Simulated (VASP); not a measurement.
A run of VASP 6.6.1 is set up as follows.

File INCAR:

```
SYSTEM = Sc2AlF3
PREC = Accurate
ENCUT = 520
EDIFF = 1E-7
ISMEAR = 0
SIGMA = 0.1
LREAL = .FALSE.
LASPH = .TRUE.
NELM = 60
ALGO = Normal
ISIF = 2
LWAVE = .FALSE.
LCHARG = .FALSE.
GGA = PE
NBANDS = 32
```

KPOINTS

```
Automatic mesh
0
G
  6 6 2
  0 0 0
```

POSCAR

```
Sc2AlF3
1.0
    3.1066909800      0.0000000000      0.0000000000
    0.0000000000      3.1066909800      0.0000000000
    0.0000000000      0.0000000000     10.3850699800
Sc Al F
2 1 3
Direct
    0.5000000000      0.5000000000      0.8473602500
    0.5000000000      0.5000000000      0.1526397500
    0.5000000000      0.5000000000      0.5000000000
    0.0000000000      0.0000000000      0.0000000000
    0.0000000000      0.0000000000      0.7145522800
    0.0000000000      0.0000000000      0.2854477200
```

Potentials or basis: VASP PAW PBE potentials, release 64 (Sc_sv, Al, F).

Run with:

```sh
$ cat potpaw_PBE.64/Sc_sv/POTCAR potpaw_PBE.64/Al/POTCAR potpaw_PBE.64/F/POTCAR > POTCAR
$ mpirun -np 1 vasp_std > vasp.out
```

**Question.** What does it give for the band gap on the k mesh?

**Answer.** Zero (band 23 reaches 5.19 eV, above the bottom of band 24 at 3.72 eV).

**Question.** Predict the largest force.

**Answer.** 1.776 eV/Å.

**Question.** Estimate the pressure.

**Answer.** -8.1 GPa.

Stress tensor (GPa, compression positive):
```
-8.90  0.00  0.00
 0.00 -8.90  0.00
 0.00  0.00 -6.52
```

Caveat: forces of over 1 eV/Å act on the atoms, so gaps and moduli don't describe the material at rest.
